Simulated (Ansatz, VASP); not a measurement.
In: VASP beside Ansatz

```
In
1.0
     3.31631    0.00000    0.00000
    -1.65815    2.87200    0.00000
     0.00000    0.00000    5.39369
In
2
Cartesian
  0.0000 1.9147 1.3484
  1.6582 0.9573 4.0453
```

Alike in both runs: functional PBEsol; k mesh 11 × 11 × 6; occupations fermi-dirac, width 0.1 eV; no spin polarisation.

Ansatz relaxed the structure, and its values are those at the end. VASP's run is a single point on that final structure, the one shown.

|  | VASP | Ansatz |
| --- | --- | --- |
| version | VASP 6.6.1 | Ansatz 0.2.0 |
| potentials or method | VASP PAW PBE potentials, release 64 (In_d), cutoff 520 eV | plane waves (420 eV) with PAW, scalar-relativistic |
| valence electrons in the cell | 26 | 26 |

```csv
,VASP,Ansatz,Ansatz less VASP
pressure (GPa),0.0,0.0,+0.05
```

VASP's potentials were made for PBE, not for PBEsol, and Ansatz warns of the same on its side. With one functional, cell and mesh, what is left measures potentials, basis and numerics.
